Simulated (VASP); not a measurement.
Write the native input for VASP 6.6.1 that does the following.

```yaml
Task: single point
Functional: PBE
Potentials_or_basis: VASP PAW PBE potentials, release 64 (Be, Zn, Se)
Cutoff: 600 eV
k_mesh: 6 × 6 × 3
Occupations: gaussian, width 0.2 eV
Spin: no spin polarisation
Dipole_correction: no
Further_INCAR_settings: ALGO = Normal; EDIFF = 1e-06; NBANDS = 22
```

The structure of Be4ZnSe lies in POSCAR:

```
Be4ZnSe
1.0
    3.7377920903      0.0000000000      0.0000000000
   -1.8688960452      3.2370229043      0.0000000000
    0.0000000000      0.0000000000      6.0346892963
Be Zn Se
4 1 1
Direct
    0.3333333333      0.6666666667      0.6916473109
    0.3333333333      0.6666666667      0.3083526891
    0.6666666667      0.3333333333      0.6916473109
    0.6666666667      0.3333333333      0.3083526891
    0.0000000000      0.0000000000      0.5000000000
    0.0000000000      0.0000000000      0.0000000000
```

The input as run:

INCAR

```
  ALGO = Normal
  EDIFF = 1E-6
  ENCUT = 600
  GGA = PE
  GGA_COMPAT = F
  ISIF = 2
  ISMEAR = 0
  LASPH = T
  LCHARG = T
  LELF = T
  LREAL = F
  LVHAR = T
  LWAVE = F
  NBANDS = 22
  NELM = 120
  PREC = Accurate
  SIGMA = 0.2
```

KPOINTS

```
k-points
0
Gamma
  6 6 3
```

Potentials or basis: VASP PAW PBE potentials, release 64 (Be, Zn, Se).

Command:

```sh
$ cat potpaw_PBE.64/Be/POTCAR potpaw_PBE.64/Zn/POTCAR potpaw_PBE.64/Se/POTCAR > POTCAR
$ mpirun -np 1 vasp_std > vasp.out
```

Results of the run:

```
Pressure               : 0.3 GPa
Largest force          : 0.020 eV/Å
Band gap on the k mesh : zero (band 13 reaches 6.15 eV, above the bottom of band 14 at 3.62 eV)
```

Run time: 12 s on 1 thread of Intel(R) Xeon(R) 6975P-C (Granite Rapids), on a shared host, peak memory 0.2 GiB.
